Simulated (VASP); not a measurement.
# H11C2NO4 in VASP: notebook, part 2 of 2

VASP 6.6.1.

**5. Single point, PBE**

INCAR reads:

```
ALGO     = Normal         # electronic algorithm
EDIFF    = 1E-6           # SCF threshold, eV
ENCUT    = 520            # plane-wave cutoff, eV
GGA      = PE             # functional
ISIF     = 2              # what is computed and relaxed
ISMEAR   = -1             # smearing method
LASPH    = T              # aspherical terms in the spheres
LCHARG   = T              # write CHGCAR
LELF     = T              # ELF
LREAL    = Auto         
LVHAR    = T            
LWAVE    = F              # write WAVECAR
NBANDS   = 39             # bands
NELM     = 100            # most SCF steps
PREC     = Accurate       # precision mode
SIGMA    = 0.05           # smearing width, eV
```

KPOINTS reads:

```
k-points
0
Gamma
  1 1 1
```

POSCAR reads:

```
H11C2NO4
1.0
    5.9154820000      0.0000000000      0.0000000000
    0.0000000000      5.9154820000      0.0000000000
    0.0000000000      0.0000000000      5.9154820000
O H C N
4 11 2 1
Direct
    0.8968499946      0.6241756800      0.6805700702
    0.2424316396     -0.0277576705      0.6476226282
    0.6467097694      0.1205311757      0.5390262366
   -0.0688870324      0.3804930858      0.3093239063
    1.0554338598      0.6672321883      0.7153432299
    0.8317665407      0.7733773850      0.6780681608
    0.2013191824      0.1248588027      0.6964267662
    0.4034328902     -0.0095173986      0.5922087160
    0.7569966403      0.2174294504      0.4487715456
    0.6035856419      0.2157727806      0.6584247911
   -0.0832053922      0.4963585385      0.4326274681
   -0.0974054185      0.4483827353      0.1652950681
    0.4064250386      0.5290016942      0.3472075479
    0.5625915183      0.7504037710      0.2256789895
    0.2619904853      0.7818635912      0.2203708844
    0.4114457622      0.6601321752      0.2026546611
    0.4105329033      0.5392798085     -0.0064745358
    0.3935266813      0.4305143689     -0.1674081672
```

Potentials or basis: VASP PAW PBE potentials, release 64 (O, H, C, N).

Command:

```console
> cat potpaw_PBE.64/O/POTCAR potpaw_PBE.64/H/POTCAR potpaw_PBE.64/C/POTCAR potpaw_PBE.64/N/POTCAR > POTCAR
> mpirun -np 1 vasp_gam > vasp.out
```

OUTCAR:

```text
EDIFF = 1E-6
   ENCUT = 520
   GGA = PE
   ISIF = 2
   ISMEAR = -1
   LASPH = T
   LREAL = Auto
   NELM = 100
   PREC = Accurate

 ion  position               nearest neighbor table
   1  0.897  0.624  0.681-   6 0.96   5 0.99
   2  0.242  0.972  0.648-   7 0.98   8 1.01
   3  0.647  0.121  0.539-  10 0.94   9 1.02
   4  0.931  0.380  0.309-  12 0.96  11 1.00
   5  0.055  0.667  0.715-   1 0.99
   6  0.832  0.773  0.678-   1 0.96
   7  0.201  0.125  0.696-   2 0.98
   8  0.403  0.990  0.592-   2 1.01
   9  0.757  0.217  0.449-   3 1.02
  10  0.604  0.216  0.658-   3 0.94
  11  0.917  0.496  0.433-   4 1.00
  12  0.903  0.448  0.165-   4 0.96
  13  0.406  0.529  0.347-  16 1.15
  14  0.563  0.750  0.226-  16 1.05
  15  0.262  0.782  0.220-  16 1.15
  16  0.411  0.660  0.203-  14 1.05  15 1.15  13 1.15  17 1.43
  17  0.411  0.539  0.994-  18 1.15  16 1.43
  18  0.394  0.431  0.833-  17 1.15

  LATTYP: Found a simple cubic cell.
 ALAT       =     5.9154820000

  Lattice vectors:

 A1 = (   5.9154820000,   0.0000000000,   0.0000000000)
 A2 = (   0.0000000000,   5.9154820000,   0.0000000000)
 A3 = (   0.0000000000,   0.0000000000,   5.9154820000)

Analysis of symmetry for initial positions (statically):
=====================================================================
 Subroutine PRICEL returns:
 Original cell was already a primitive cell.

 Routine SETGRP: Setting up the symmetry group for a
 simple cubic supercell.

 Subroutine GETGRP returns: Found  1 space group operations
 (whereof  1 operations were pure point group operations)
 out of a pool of 48 trial point group operations.

The static configuration has the point symmetry C_1 .

Analysis of symmetry for dynamics (positions and initial velocities):
=====================================================================
 Subroutine PRICEL returns:
 Original cell was already a primitive cell.
[... 139 lines left out ...]
  Thomas-Fermi vector in A             =   2.138470
   LORBIT       =      0    0 simple, 1 ext, 2 COOP (PROOUT), +10 PAW based schemes
   GGA     = PE    functional components
   LHFCALC =     F    Hartree Fock is set to
   AEXX    =    0.0000 exact exchange contribution
   IVDW    =     0    specifies the selected vdW correction
   LEPSILON=     F    determine dielectric tensor
   LRPA    =     F    only Hartree local field effects (RPA)
 non-spin polarized calculation
  energy-cutoff  :      520.00
  volume of cell :      207.00
 maximum number of plane-waves:      2749
 NGX is ok and might be reduce to    42
   NGX = 21   NGY = 21   NGZ = 21

 number of electron      48.0000003 magnetization

 Free energy of the ion-electron system (eV)
  ---------------------------------------------------
  ext. energy  EPLUGINS =         0.00000000
  ---------------------------------------------------
  free energy    TOTEN  =       -94.93194024 eV

  energy without entropy =      -94.93194024  energy(sigma->0) =      -94.93194024

 E-fermi :  -2.2232     XC(G=0):  -6.5616

 val. band max:       -3.4367597732   @ k =   0.0000   0.0000   0.0000
 cond. band min:       1.2038271271   @ k =   0.0000   0.0000   0.0000
 fundamental gap:      4.6405869003
 Fermi energy:        -2.2231924817

 k-point     1 :       0.0000    0.0000    0.0000
  band No.  band energies     occupation
      1     -22.6630      2.00000
      2     -22.1630      2.00000
      3     -21.8000      2.00000
      4     -21.0572      2.00000
      5     -20.0295      2.00000
      6     -16.1282      2.00000
[... 28 lines left out ...]
     35       6.8027      0.00000
     36       7.4746      0.00000
 [bands above 36 left out]

------------------------ aborting loop because EDIFF is reached ----------------------------------------

  FORCE on cell =-STRESS in cart. coord.  units (eV):
  Direction    XX          YY          ZZ          XY          YZ          ZX
  --------------------------------------------------------------------------------------
  -------------------------------------------------------------------------------------
  Total        0.7928191      1.0929818      1.4010286      1.2506277      2.8503307      0.3419215
  in kB        6.1364086      8.4596638     10.8439413      9.6798407     22.0615196      2.6464676
  external PRESSURE =       8.4800046 kB  Pullay stress =       0.0000000 kB

 VOLUME and BASIS-vectors are now :
 -----------------------------------------------------------------------------
  energy-cutoff  :      520.00
  volume of cell :      207.00
      direct lattice vectors                 reciprocal lattice vectors
     5.915482000  0.000000000  0.000000000     0.169047932  0.000000000  0.000000000
     0.000000000  5.915482000  0.000000000     0.000000000  0.169047932  0.000000000
     0.000000000  0.000000000  5.915482000     0.000000000  0.000000000  0.169047932

 POSITION                                       TOTAL-FORCE (eV/Angst)
 -----------------------------------------------------------------------------------
      5.30530      3.69230      4.02590         1.030327     -0.098946      0.462579
      1.43410      5.75128      3.83100         0.577589     -0.230325     -0.004145
      3.82560      0.71300      3.18860         1.449358     -0.797684     -1.646938
      5.50798      2.25080      1.82980         0.220200     -0.391179      0.767715
      0.32792      3.94700      4.23160        -0.249961     -0.186357     -0.282646
      4.92030      4.57490      4.01110        -0.697332      0.729702     -0.277889
[... 10 lines left out ...]
      2.42850      3.19010      5.87718        -0.336681      0.694750      1.023529
      2.32790      2.54670      4.92518        -0.029621     -0.800642     -1.191713
 -----------------------------------------------------------------------------------
    total drift:                                0.006686      0.014656      0.017891

  FREE ENERGIE OF THE ION-ELECTRON SYSTEM (eV)
  ---------------------------------------------------
  free  energy   TOTEN  =       -94.9319402372 eV

  energy  without entropy=      -94.9319402372  energy(sigma->0) =      -94.93194024
```

stdout:

```text
POSCAR found type information on POSCAR O H C N
 POSCAR found :  4 types and      18 ions
 scaLAPACK will be used
 LDA part: xc-table for (Slater+PW92), standard interpolation
 POSCAR, INCAR and KPOINTS ok, starting setup
 FFT: planning ... GRIDC
 FFT: planning ... GRID_SOFT
 FFT: planning ... GRID
 WAVECAR not read
 entering main loop
```

It took 14 s on 1 thread of Intel Xeon 6975P-C (Granite Rapids), shared host; peak memory 0.31 GiB.

Results:

```yaml
Free_energy: -94.9319 eV
Pressure: 0.8 GPa
Largest_force: 2.334 eV/Å
Band_gap_on_the_k_mesh: 4.64 eV
```

Forces on the atoms (eV/Å):
```
O    1.030 -0.099  0.463
O    0.578 -0.230 -0.004
O    1.449 -0.798 -1.647
O    0.220 -0.391  0.768
H   -0.250 -0.186 -0.283
H   -0.697  0.730 -0.278
H    0.165 -0.229 -0.116
H   -1.162 -0.023  0.185
H   -0.507 -0.746 -0.053
H   -0.638  1.386  1.592
H    0.094  0.124 -0.197
H   -0.218  0.331 -0.606
H   -0.209  0.875 -0.797
H    1.328  0.994  0.101
H    1.027 -0.909 -0.144
C   -1.845 -0.722  1.186
C   -0.337  0.695  1.024
N   -0.030 -0.801 -1.192
```

Stress tensor (GPa, compression positive):
```
0.61 0.97 0.26
0.97 0.85 2.21
0.26 2.21 1.08
```

Caveat: the k points lie up to 1.06 Å⁻¹ apart.

**6. Single point, PBE**

INCAR reads:

```
PREC = Accurate ; ENCUT = 520
EDIFF = 1E-7 ; ISMEAR = -1
SIGMA = 0.05 ; LREAL = Auto
LASPH = True ; NELM = 100
ALGO = Normal ; ISIF = 2
LWAVE = False ; LCHARG = False
GGA = PE ; NBANDS = 39
```

KPOINTS reads:

```
Automatic mesh
0
Gamma
  1 1 1
```

POSCAR reads:

```
H11C2NO4
1.0
    5.9154820000      0.0000000000      0.0000000000
    0.0000000000      5.9154820000      0.0000000000
    0.0000000000      0.0000000000      5.9154820000
O H C N
4 11 2 1
Direct
    0.8852025921      0.6666743302      0.6871122252
    0.2217739822     -0.0607389220      0.6995710578
    0.6384264207      0.0944132701      0.5208197743
   -0.0500381879      0.3795295126      0.2922162556
    1.0293328591      0.7516209161      0.6994020098
    0.7868166956      0.7963340942      0.6473859611
    0.1838227215      0.0959347015      0.7271258707
    0.3407161073     -0.0459810376      0.5821334593
    0.7258749160      0.1803403341      0.4077436124
    0.5822517928      0.1949460754      0.6264071127
   -0.1089344875      0.4850999462      0.4037709860
   -0.0323895838      0.4637830020      0.1482043221
    0.4352308062      0.5677812898      0.3376394350
    0.5707058191      0.7923614678      0.2002879901
    0.2732997920      0.8033495833      0.1821322421
    0.4209124464      0.6874334162      0.1868317747
    0.4204729217      0.5422043377     -0.0096357321
    0.4100764739      0.4181569651     -0.1619141095
```

Potentials or basis: VASP PAW PBE potentials, release 64 (O, H, C, N).

Command:

```console
> cat potpaw_PBE.64/O/POTCAR potpaw_PBE.64/H/POTCAR potpaw_PBE.64/C/POTCAR potpaw_PBE.64/N/POTCAR > POTCAR
> mpirun -np 1 vasp_gam > vasp.out
```

Run time: 15 s. Hardware: 1 thread of Intel Xeon 6975P-C (Granite Rapids), shared host; peak memory 0.31 GiB.

The run converged. Its results:

```
Free energy            : -95.0405 eV
Pressure               : 0.3 GPa
Largest force          : 3.306 eV/Å
Band gap on the k mesh : 4.75 eV
```

Forces on the atoms (eV/Å):
```
O   -0.728  0.275 -0.298
O    0.949  0.201 -0.485
O    0.970 -2.250 -2.219
O    0.039 -0.175 -1.138
H    0.189 -0.170 -0.117
H   -0.044 -0.426  0.113
H   -0.192  0.393  0.211
H   -0.236 -0.180  0.421
H    0.056 -0.014  0.166
H   -0.954  2.242  2.066
H    0.249  0.728  0.659
H   -0.292 -0.465  0.729
H   -0.670  0.830 -0.440
H    0.355  0.175 -0.359
H    0.178 -0.513  0.338
C    0.116 -0.775  0.468
C   -0.023  0.313 -0.024
N    0.039 -0.188 -0.091
```

Stress tensor (GPa, compression positive):
```
 1.47  0.57 -0.73
 0.57  0.45  2.45
-0.73  2.45 -1.14
```

Levels at points of the mesh, in eV from the valence-band top:
```tsv
k point	band 21	band 22	band 23	band 24	band 25	band 26	band 27	band 28
(0.00, 0.00, 0.00)	-0.90	-0.75	-0.60	0.00	4.75	5.82	6.27	7.71
```

Caveat: the k points lie up to 1.06 Å⁻¹ apart.
